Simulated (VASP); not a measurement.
# Pd (Fm-3m) in VASP: a series of runs, part 2 of 2

VASP 6.6.1.

**4. Single point, PBE+D4**

This run uses another cell than the first one, of 14.90 Å³/atom, 1.060 times its volume.

INCAR

```
ALGO     = Normal         # electronic algorithm
EDIFF    = 1E-7           # SCF threshold, eV
ENCUT    = 520            # plane-wave cutoff, eV
GGA      = PE             # functional
ISIF     = 2              # what is computed and relaxed
ISMEAR   = -1             # smearing method
IVDW     = 13             # dispersion correction
LASPH    = True           # aspherical terms in the spheres
LCHARG   = True           # write CHGCAR
LELF     = True           # ELF
LREAL    = False          # projectors in reciprocal space
LVHAR    = True         
LWAVE    = False          # write WAVECAR
NBANDS   = 11             # bands
NELM     = 80             # most SCF steps
PREC     = Accurate       # precision mode
SIGMA    = 0.05           # smearing width, eV
```

KPOINTS

```
k-points
0
Gamma
  12 12 12
```

POSCAR

```
Pd
1.0
    0.0000000000      1.9531539170      1.9531539170
    1.9531539170      0.0000000000      1.9531539170
    1.9531539170      1.9531539170      0.0000000000
Pd
1
Direct
    0.0000000000      0.0000000000      0.0000000000
```

Potentials or basis: VASP PAW PBE potentials, release 64 (Pd).

On the command line:

```console
> cat potpaw_PBE.64/Pd/POTCAR > POTCAR
> mpirun -np 1 vasp_std > vasp.out
```

OUTCAR:

```text
EDIFF = 1E-7
   ENCUT = 520
   GGA = PE
   ISIF = 2
   ISMEAR = -1
   IVDW = 13
   LASPH = True
   LREAL = False
   NELM = 80
   PREC = Accurate

 ion  position               nearest neighbor table
   1  0.000  0.000  0.000-

  LATTYP: Found a face centered cubic cell.
 ALAT       =     3.9063078340

  Lattice vectors:

 A1 = (   0.0000000000,   1.9531539170,   1.9531539170)
 A2 = (   1.9531539170,   0.0000000000,   1.9531539170)
 A3 = (   1.9531539170,   1.9531539170,   0.0000000000)

Analysis of symmetry for initial positions (statically):
[... 33 lines left out ...]
                                     Primitive cell

  volume of cell :      14.9018

  direct lattice vectors                    reciprocal lattice vectors
     0.000000000  1.953153917  1.953153917    -0.255996210  0.255996210  0.255996210
     1.953153917  0.000000000  1.953153917     0.255996210 -0.255996210  0.255996210
     1.953153917  1.953153917  0.000000000     0.255996210  0.255996210 -0.255996210

  length of vectors
     2.762176759  2.762176759  2.762176759     0.443398442  0.443398442  0.443398442

  position of ions in fractional coordinates (direct lattice)
     0.000000000  0.000000000  0.000000000

  ion indices of the primitive-cell ions
   primitive index   ion index
                 1           1

----------------------------------------------------------------------------------------

 KPOINTS: k-points

Automatic generation of k-mesh.
 Grid dimensions read from file:
 generate k-points for:   12   12   12

 Generating k-lattice:

  Cartesian coordinates                     Fractional coordinates (reciprocal lattice)
    -0.021333017  0.021333017  0.021333017     0.083333333  0.000000000  0.000000000
     0.021333017 -0.021333017  0.021333017     0.000000000  0.083333333  0.000000000
     0.021333017  0.021333017 -0.021333017     0.000000000  0.000000000  0.083333333

  Length of vectors
     0.036949870  0.036949870  0.036949870

  Shift w.r.t. Gamma in fractional coordinates (k-lattice)
     0.000000000  0.000000000  0.000000000

 Subroutine IBZKPT returns following result:
 ===========================================

 Found     72 irreducible k-points:

 Following reciprocal coordinates:
            Coordinates               Weight
  0.000000  0.000000  0.000000      1.000000
  0.083333  0.000000  0.000000      8.000000
  0.166667  0.000000  0.000000      8.000000
  0.250000  0.000000  0.000000      8.000000
  0.333333  0.000000  0.000000      8.000000
  0.416667  0.000000  0.000000      8.000000
[... 16 lines left out ...]
  0.500000  0.166667  0.000000     24.000000
 -0.416667  0.166667  0.000000     24.000000
 [... further k-points ...]
   k-points           NKPTS =     72   k-points in BZ     NKDIM =     72   number of bands    NBANDS=     11
   number of dos      NEDOS =    301   number of ions     NIONS =      1
   total plane-waves  NPLWV =  13824
   dimension x,y,z NGX =    24 NGY =   24 NGZ =   24
   dimension x,y,z NGXF=    48 NGYF=   48 NGZF=   48
   ions per type =               1
   NGX,Y,Z   is equivalent  to a cutoff of  14.44, 14.44, 14.44 a.u.
   NGXF,Y,Z  is equivalent  to a cutoff of  28.89, 28.89, 28.89 a.u.
 SYSTEM =  unknown system
   PREC   = accura    normal or accurate (medium, high low for compatibility)
   ISTART =      0    job   : 0-new  1-cont  2-samecut
   ICHARG =      2    charge: 1-file 2-atom 10-const
   ISPIN  =      1    spin polarized calculation?
   LNONCOLLINEAR =      F non collinear calculations
   LSORBIT =      F    spin-orbit coupling
   LASPH  =      T    aspherical Exc in radial PAW
   ENCUT  =  520.0 eV  38.22 Ry    6.18 a.u.   5.14  5.14  5.14*2*pi/ulx,y,z
   NELM   =     80;   NELMIN=  2; NELMDL= -5     # of ELM steps
   EDIFF  = 0.1E-06   stopping-criterion for ELM
   LREAL  =      F    real-space projection
   EDIFFG = 0.1E-05   stopping-criterion for IOM
   NSW    =      0    number of steps for IOM
   IBRION =     -1    ionic relax: 0-MD 1-quasi-New 2-CG
   NFREE  =      0    steps in history (QN), initial steepest desc. (CG)
   ISIF   =      2    stress and relaxation
   ISYM   =      2    0-nonsym 1-usesym 2-fastsym
   POTIM  = 0.5000    time-step for ionic-motion
   TEBEG  =    0.0;   TEEND  =   0.0 temperature during run
   PSTRESS=    0.0 pullay stress
   NELECT =      10.0000    total number of electrons
   NUPDOWN=      -1.0000    fix difference up-down
   EMIN   =  10.00;   EMAX   =-10.00  energy-range for DOS
   EFERMI =   0.00;   METHOD = LEGACY
   ISMEAR =    -1;   SIGMA  =   0.05  broadening in eV -4-tet -1-fermi 0-gaus
   EFERMI_NEDOS =   21; number of points for ismear=-14 and -15
   IALGO  =     38    algorithm
   IMIX   =      4    mixing-type and parameters
     AMIX     =   0.40;   BMIX     =  1.00
     AMIX_MAG =   1.60;   BMIX_MAG =  1.00
  volume/ion in A,a.u.               =      14.90       100.56
  Fermi-wavevector in a.u.,A,eV,Ry     =   1.433271  2.708490 27.949989  2.054266
  Thomas-Fermi vector in A             =   2.552808
   LORBIT       =      0    0 simple, 1 ext, 2 COOP (PROOUT), +10 PAW based schemes
   GGA     = PE    functional components
   LHFCALC =     F    Hartree Fock is set to
   AEXX    =    0.0000 exact exchange contribution
   IVDW    =    13    specifies the selected vdW correction
   LEPSILON=     F    determine dielectric tensor
   LRPA    =     F    only Hartree local field effects (RPA)
 non-spin polarized calculation
  energy-cutoff  :      520.00
  volume of cell :       14.90
 maximum number of plane-waves:       415
 NGX is ok and might be reduce to    24
   NGX = 11   NGY = 11   NGZ = 11

 number of electron      10.0000000 magnetization

 number of electron       9.9999998 magnetization

 Free energy of the ion-electron system (eV)
  ---------------------------------------------------
  ext. energy  EPLUGINS =         0.00000000
  ---------------------------------------------------
  free energy    TOTEN  =        -5.22491919 eV

  energy without entropy =       -5.20508196  energy(sigma->0) =       -5.21500057

 E-fermi :   9.5795     XC(G=0): -13.1231

 val. band max:        9.5746078952   @ k =  -0.4167   0.4167   0.1667
 cond. band min:       9.5805389606   @ k =  -0.3333   0.4167   0.0833
 fundamental gap:      0.0059310653
 Fermi energy:         9.5794840455

 k-point     1 :       0.0000    0.0000    0.0000
  band No.  band energies     occupation
      1       2.5504      2.00000
      2       6.8080      2.00000
      3       6.8080      2.00000
      4       6.8080      2.00000
      5       8.3917      2.00000
      6       8.3917      2.00000
      7      26.7984      0.00000
      8      31.5186      0.00000
      9      31.5186      0.00000
     10      31.5186      0.00000
     11      35.8380      0.00000

 k-point     2 :       0.0833    0.0000    0.0000
  band No.  band energies     occupation
      1       2.7984      2.00000
      2       6.7240      2.00000
      3       6.8915      2.00000
      4       6.8915      2.00000
      5       8.3537      2.00000
      6       8.3537      2.00000
      7      27.0412      0.00000
      8      30.0246      0.00000
      9      31.7974      0.00000
     10      31.7974      0.00000
     11      35.9168      0.00000

 k-point     3 :       0.1667    0.0000    0.0000
  band No.  band energies     occupation
      1       3.4703      2.00000
      2       6.5792      2.00000
      3       7.0606      2.00000
      4       7.0606      2.00000
      5       8.3289      2.00000
      6       8.3289      2.00000
      7      26.7980      0.00000
      8      28.0891      0.00000
      9      32.5179      0.00000
     10      32.5179      0.00000
     11      35.7577      0.00000
[... 267 lines left out ...]
 k-point    23 :       0.5000    0.1667    0.0000
  band No.  band energies     occupation
      1       4.9397      2.00000
      2       6.3368      2.00000
      3       7.3591      2.00000
      4       7.5078      2.00000
      5       9.6145      0.66336
      6      12.6582      0.00000
      7      17.6325      0.00000
      8      25.9562      0.00000
      9      28.3457      0.00000
     10      28.8853      0.00000
     11      35.9335      0.00000

 k-point    24 :      -0.4167    0.1667    0.0000
  band No.  band energies     occupation
      1       4.9908      2.00000
      2       6.3436      2.00000
      3       7.2912      2.00000
      4       7.7092      2.00000
      5       9.3509      1.97953
      6      13.2065      0.00000
      7      17.1235      0.00000
      8      25.3741      0.00000
      9      28.4154      0.00000
     10      29.3939      0.00000
     11      35.9278      0.00000

 [... further k-points ...]

------------------------ aborting loop because EDIFF is reached ----------------------------------------

  DFT-D4 for vdW energy calculation

  Edisp (eV):   -0.48780

  FORCE on cell =-STRESS in cart. coord.  units (eV):
  Direction    XX          YY          ZZ          XY          YZ          ZX
  --------------------------------------------------------------------------------------
  -------------------------------------------------------------------------------------
  Total      -0.03399    -0.03399    -0.03399     0.00000     0.00000     0.00000
  in kB      -3.65433    -3.65433    -3.65433     0.00000     0.00000     0.00000
  external pressure =       -3.65 kB  Pullay stress =        0.00 kB

 VOLUME and BASIS-vectors are now :
 -----------------------------------------------------------------------------
  energy-cutoff  :      520.00
  volume of cell :       14.90
      direct lattice vectors                 reciprocal lattice vectors
     0.000000000  1.953153917  1.953153917    -0.255996210  0.255996210  0.255996210
     1.953153917  0.000000000  1.953153917     0.255996210 -0.255996210  0.255996210
     1.953153917  1.953153917  0.000000000     0.255996210  0.255996210 -0.255996210

 POSITION                                       TOTAL-FORCE (eV/Angst)
 -----------------------------------------------------------------------------------
      0.00000      0.00000      0.00000         0.000000     -0.000000     -0.000000
 -----------------------------------------------------------------------------------
    total drift:                               -0.000000      0.000000     -0.000000

  FREE ENERGIE OF THE ION-ELECTRON SYSTEM (eV)
  ---------------------------------------------------
  free  energy   TOTEN  =        -5.7127201216 eV

  energy  without entropy=       -5.6928828944  energy(sigma->0) =       -5.70280151
```

It took 17 s on 1 thread of Intel Xeon 8259CL, shared host; peak memory 0.15 GiB.

What came out:

```
Free energy                : -5.7127 eV
Pressure                   : -0.4 GPa
Band gap on the k mesh     : zero (band 5 reaches 9.88 eV, above the bottom of band 6 at 8.33 eV)
Dispersion energy per atom : -0.488 eV
```

Caveat: pairwise dispersion overbinds metals, which lowers pressure and volume.

**5. Single point, revPBE+D3(BJ)**

This run uses another cell than the first one, of 14.43 Å³/atom, 1.027 times its volume.

INCAR

```
SYSTEM = Pd
PREC     = Accurate       ! precision mode
ENCUT    = 520            ! plane-wave cutoff, eV
EDIFF    = 1E-6           ! SCF threshold, eV
ISMEAR   = -1             ! smearing method
SIGMA    = 0.05           ! smearing width, eV
LREAL    = .FALSE.        ! projectors in reciprocal space
LASPH    = .TRUE.         ! aspherical terms in the spheres
NELM     = 60             ! most SCF steps
ALGO     = Normal         ! electronic algorithm
ISIF     = 2              ! what is computed and relaxed
LWAVE    = .FALSE.        ! write WAVECAR
LCHARG   = .FALSE.        ! write CHGCAR
GGA      = RE             ! functional
IVDW     = 12             ! dispersion correction
NBANDS   = 11             ! bands
```

KPOINTS

```
Automatic mesh
0
G
  12 12 12
  0 0 0
```

POSCAR

```
Pd
1.0
    0.0000000000      1.9321208209      1.9321208209
    1.9321208209      0.0000000000      1.9321208209
    1.9321208209      1.9321208209      0.0000000000
Pd
1
Direct
    0.0000000000      0.0000000000      0.0000000000
```

On the command line:

```console
> cat potpaw_PBE.64/Pd/POTCAR > POTCAR
> mpirun -np 1 vasp_std > vasp.out
```

Wall time 14 s (1 thread of Intel Xeon 8259CL, shared host); peak memory 0.14 GiB.

The run converged. Its results:

- Free energy: -6.0124 eV
- Pressure: -0.3 GPa
- Band gap on the k mesh: zero (band 5 reaches 10.53 eV, above the bottom of band 6 at 8.88 eV)
- Dispersion energy per atom: -1.305 eV

Levels at points of the mesh, in eV from the Fermi level:
| k point | band 3 | band 4 | band 5 | band 6 | band 7 | band 8 |
| --- | --- | --- | --- | --- | --- | --- |
| (0.00, 0.00, 0.00) | -2.91 | -2.91 | -1.25 | -1.25 | 17.23 | 22.16 |
| (0.50, 0.00, 0.00) | -2.97 | -0.01 | -0.01 | 1.03 | 7.56 | 16.60 |
| (0.50, 0.50, 0.00) | -0.04 | 0.32 | 0.32 | 3.41 | 11.06 | 13.40 |

Caveat: the PAW data sets were made with another functional, which shifts forces and pressure a little; pairwise dispersion overbinds metals, which lowers pressure and volume.

**6. Single point, SVWN5**

This run uses another cell than the first one, of 14.12 Å³/atom, 1.005 times its volume.

INCAR

```
SYSTEM = Pd
PREC = Accurate ; ENCUT = 520
EDIFF = 1E-6 ; ISMEAR = -1
SIGMA = 0.05 ; LREAL = .FALSE.
LASPH = .TRUE. ; NELM = 100
ALGO = Fast ; ISIF = 2
LWAVE = .FALSE. ; LCHARG = .TRUE.
GGA = VW ; LELF = .TRUE.
LVHAR = .TRUE. ; NBANDS = 11
```

KPOINTS is that of step 5.

POSCAR

```
Pd
1.0
    0.0000000000      1.9185109578      1.9185109578
    1.9185109578      0.0000000000      1.9185109578
    1.9185109578      1.9185109578      0.0000000000
Pd
1
Direct
    0.0000000000      0.0000000000      0.0000000000
```

Potentials or basis: VASP PAW PBE potentials, release 64 (Pd).

On the command line:

```console
> cat potpaw_PBE.64/Pd/POTCAR > POTCAR
> mpirun -np 1 vasp_std > vasp.out
```

OUTCAR:

```text
SYSTEM = Pd
   PREC = Accurate
   ENCUT = 520
   EDIFF = 1E-6
   ISMEAR = -1
   LREAL = .FALSE.
   LASPH = .TRUE.
   NELM = 100
   ISIF = 2
   GGA = VW

 ion  position               nearest neighbor table
   1  0.000  0.000  0.000-

  LATTYP: Found a face centered cubic cell.
 ALAT       =     3.8370219156

  Lattice vectors:

 A1 = (   0.0000000000,   1.9185109578,   1.9185109578)
 A2 = (   1.9185109578,   0.0000000000,   1.9185109578)
[... 515 lines left out ...]
     11      38.3921      0.00000

 [... further k-points ...]

------------------------ aborting loop because EDIFF is reached ----------------------------------------

  FORCE on cell =-STRESS in cart. coord.  units (eV):
  Direction    XX          YY          ZZ          XY          YZ          ZX
  --------------------------------------------------------------------------------------
  -------------------------------------------------------------------------------------
  Total       -0.0391136     -0.0391136     -0.0391136     -0.0000000      0.0000000      0.0000000
  in kB       -4.4372682     -4.4372682     -4.4372682     -0.0000000      0.0000000      0.0000000
  external PRESSURE =      -4.4372682 kB  Pullay stress =       0.0000000 kB

 VOLUME and BASIS-vectors are now :
 -----------------------------------------------------------------------------
  energy-cutoff  :      520.00
  volume of cell :       14.12
      direct lattice vectors                 reciprocal lattice vectors
     0.000000000  1.918510958  1.918510958    -0.260618788  0.260618788  0.260618788
     1.918510958  0.000000000  1.918510958     0.260618788 -0.260618788  0.260618788
     1.918510958  1.918510958  0.000000000     0.260618788  0.260618788 -0.260618788

 POSITION                                       TOTAL-FORCE (eV/Angst)
 -----------------------------------------------------------------------------------
      0.00000      0.00000      0.00000         0.000000      0.000000      0.000000
 -----------------------------------------------------------------------------------
    total drift:                                0.000000     -0.000000      0.000000

  FREE ENERGIE OF THE ION-ELECTRON SYSTEM (eV)
  ---------------------------------------------------
  free  energy   TOTEN  =        -6.4992333049 eV

  energy  without entropy=       -6.4808577740  energy(sigma->0) =       -6.49004554
```

OSZICAR:

```text
N       E                     dE             d eps       ncg     rms          rms(c)
DAV:   1     0.421750837484E+02    0.42175E+02   -0.51895E+03  1592   0.859E+02
DAV:   2    -0.639547579559E+01   -0.48571E+02   -0.47086E+02  1788   0.186E+02
DAV:   3    -0.694896218789E+01   -0.55349E+00   -0.55240E+00  1907   0.216E+01
DAV:   4    -0.695099554032E+01   -0.20334E-02   -0.20331E-02  1929   0.135E+00
DAV:   5    -0.695101521245E+01   -0.19672E-04   -0.19673E-04  2032   0.120E-01    0.967E+00
RMM:   6    -0.652333277122E+01    0.42768E+00   -0.56168E-01  1692   0.687E+00    0.408E+00
RMM:   7    -0.650516160476E+01    0.18171E-01   -0.13242E-02  1939   0.127E+00    0.207E+00
RMM:   8    -0.649923339185E+01    0.59282E-02   -0.25946E-03  1919   0.528E-01    0.161E-01
RMM:   9    -0.649922088156E+01    0.12510E-04   -0.34921E-04  2100   0.142E-01    0.318E-02
RMM:  10    -0.649923070424E+01   -0.98227E-05   -0.77745E-05  2100   0.578E-02    0.273E-02
RMM:  11    -0.649923566097E+01   -0.49567E-05   -0.13109E-05  1971   0.261E-02    0.221E-02
RMM:  12    -0.649923316541E+01    0.24956E-05   -0.77506E-06  1902   0.236E-02    0.140E-03
RMM:  13    -0.649923330487E+01   -0.13946E-06   -0.16105E-06  1402   0.738E-03
   1 F= -.64992333E+01 E0= -.64900455E+01  d E =-.183755E-01
```

Wall time 15 s (1 thread of Intel Xeon 8259CL, shared host); peak memory 0.13 GiB.

What came out:

| Quantity | Value |
| --- | --- |
| Free energy | -6.4992 eV |
| Pressure | -0.4 GPa |
| Band gap on the k mesh | zero (band 5 reaches 10.49 eV, above the bottom of band 6 at 8.78 eV) |

Caveat: the PAW data sets were made with another functional, which shifts forces and pressure a little.

**7. The runs side by side**

```tsv
level	potentials or basis	cell	gap on the mesh (eV)	pressure (GPa)
PBEsol+D3(BJ)	VASP PAW PBE potentials, release 64 (Pd)	a = 2.709 Å, angles 60.0°, 1 atom	none	-0.4
LDA	VASP PAW LDA potentials, release 64 (Pd)	a = 2.697 Å, angles 60.0°, 1 atom	none	4.9
PBE+D4	VASP PAW PBE potentials, release 64 (Pd)	a = 2.762 Å, angles 60.0°, 1 atom	none	-0.4
revPBE+D3(BJ)	VASP PAW PBE potentials, release 64 (Pd)	a = 2.732 Å, angles 60.0°, 1 atom	none	-0.3
SVWN5	VASP PAW PBE potentials, release 64 (Pd)	a = 2.713 Å, angles 60.0°, 1 atom	none	-0.4
```

Alike in all rows: task single point; no spin polarisation; k mesh 12 × 12 × 12; cutoff (eV) 520; smearing fermi-dirac 0.05 eV.

Caveats: the PAW data sets were made with another functional, which shifts forces and pressure a little (some runs); pairwise dispersion overbinds metals, which lowers pressure and volume (some runs).

Absolute energies hang on the potentials; compare differences alone.
